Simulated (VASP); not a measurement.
TiAl:

```xyz
2
Lattice="2.6947 0.0000 0.0000 -1.3473 2.3337 0.0000 0.0000 0.0000 4.3985" Properties=species:S:1:pos:R:3 pbc="T T T"
Ti    0.0000    0.0000    0.0000
Al    0.0000    1.5558    2.1993
```

Base run:

```yaml
Program: VASP 6.6.1
Functional: LDA
Potentials_or_basis: VASP PAW LDA potentials, release 64 (Ti_sv, Al)
Cutoff: 520 eV
k_mesh: 21 × 21 × 12
Occupations: gaussian, width 0.15 eV
Spin: collinear spin
Starting_moments: "[1.0, 0.0] μB"
Fixed_moment: 1 μB
```

Its results: pressure 20.5 GPa; site moments Ti +0.60; Al +0.04 μB.

The run is repeated on the same cell with these changes: fixed moment from 1 μB to 0.625 μB; moments at the start from [1.0, 0.0] to [0.62, 0.0]. What comes out?

Pressure 19.7 GPa; site moments Ti +0.36; Al +0.03 μB.

Caveats: the cell stands under pressure; the total moment is fixed, so each spin has its own Fermi level and the state may be an excited one.
